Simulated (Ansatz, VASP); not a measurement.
Given: the input of a run of Ansatz 0.2.0 on PbSe.

input.yaml

```yaml
crystal:
  lattice:
    - [0.0, 3.0192847941, 3.0192847941]
    - [3.0192847941, 0.0, 3.0192847941]
    - [3.0192847941, 3.0192847941, 0.0]
  atoms:
    - { symbol: Pb, position: [0.0, 0.0, 0.0] }
    - { symbol: Se, position: [0.5, 0.5, 0.5] }
hamiltonian:
  xc: { exchange: pbe, correlation: pbe, exx: { coeff: 0.25, omega: 0.3 } }
  pseudopotentials: { kind: paw }
kpoints:
  mp_grid: { grid: [4, 4, 4] }
scf:
  occupations: { method: fermi_dirac, width: 0.05 }
output:
  forces: true
  stress: true
  eigenvalues: true
```

Potentials or basis: Ansatz PAW.

The run is started by

```sh
$ ansatz run input.yaml --threads 2 --pin off --max-ram 5632MiB --backend cpu --events-out ev --progress --plain --runs-dir out
```

**Question.** Set up the same calculation for VASP 6.6.1. Potentials there: VASP PAW PBE potentials, release 64 (Pb_d, Se).

**Answer.** As run (the cutoff follows the program's own potentials):

Contents of POSCAR:

```
PbSe
1.0
    0.0000000000      3.0192847941      3.0192847941
    3.0192847941      0.0000000000      3.0192847941
    3.0192847941      3.0192847941      0.0000000000
Pb Se
1 1
Direct
    0.0000000000      0.0000000000      0.0000000000
    0.5000000000      0.5000000000      0.5000000000
```

File INCAR.step1:

```
SYSTEM = PbSe
ALGO     = Normal         ! electronic algorithm
EDIFF    = 1E-5           ! SCF threshold, eV
ENCUT    = 520            ! plane-wave cutoff, eV
GGA      = PE             ! functional
ISIF     = 2              ! what is computed and relaxed
ISMEAR   = -1             ! smearing method
LASPH    = .TRUE.         ! aspherical terms in the spheres
LCHARG   = .FALSE.        ! write CHGCAR
LREAL    = .FALSE.        ! projectors in reciprocal space
LWAVE    = .TRUE.         ! write WAVECAR
NBANDS   = 17             ! bands
NELM     = 80             ! most SCF steps
PREC     = Accurate       ! precision mode
SIGMA    = 0.05           ! smearing width, eV
```

Contents of INCAR.step2:

```
SYSTEM = PbSe
AEXX     = 0.25           ! exact-exchange fraction
ALGO     = Normal         ! electronic algorithm
EDIFF    = 1E-7           ! SCF threshold, eV
ENCUT    = 520            ! plane-wave cutoff, eV
GGA      = PE             ! functional
HFSCREEN = 0.3            ! screening, 1/A
ISIF     = 2              ! what is computed and relaxed
ISMEAR   = -1             ! smearing method
ISTART   = 1            
LASPH    = .TRUE.         ! aspherical terms in the spheres
LCHARG   = .FALSE.        ! write CHGCAR
LHFCALC  = .TRUE.         ! exact exchange
LREAL    = .FALSE.        ! projectors in reciprocal space
LWAVE    = .FALSE.        ! write WAVECAR
NBANDS   = 17             ! bands
NELM     = 80             ! most SCF steps
PREC     = Accurate       ! precision mode
PRECFOCK = Normal       
SIGMA    = 0.05           ! smearing width, eV
```

File KPOINTS:

```
k-points
0
G
  4 4 4
  0 0 0
```

Potentials or basis: VASP PAW PBE potentials, release 64 (Pb_d, Se).

Command:

```console
$ cat potpaw_PBE.64/Pb_d/POTCAR potpaw_PBE.64/Se/POTCAR > POTCAR
$ cp INCAR.step1 INCAR
$ mpirun -np 1 vasp_std > vasp.out
$ cp INCAR.step2 INCAR
$ mpirun -np 1 vasp_std > vasp.out
```

Both were run:

|  | VASP | Ansatz | Ansatz less VASP |
| --- | --- | --- | --- |
| gap on the k mesh at the Fermi level (eV) | 0.42 | 0.41 | -0.014 |
| least direct gap on the mesh (eV) | 0.42 | 0.41 | -0.014 |
| pressure (GPa) | 3.9 | 3.9 | +0.08 |

VASP's potentials were made for PBE, not for PBE-based screened hybrid. VASP's potentials hold 20 valence electrons a cell and Ansatz's 30, so a difference there can come from the potentials and not from the codes.

The k mesh is coarse, so the values compare programs but aren't converged. Neither program's run includes spin-orbit coupling.
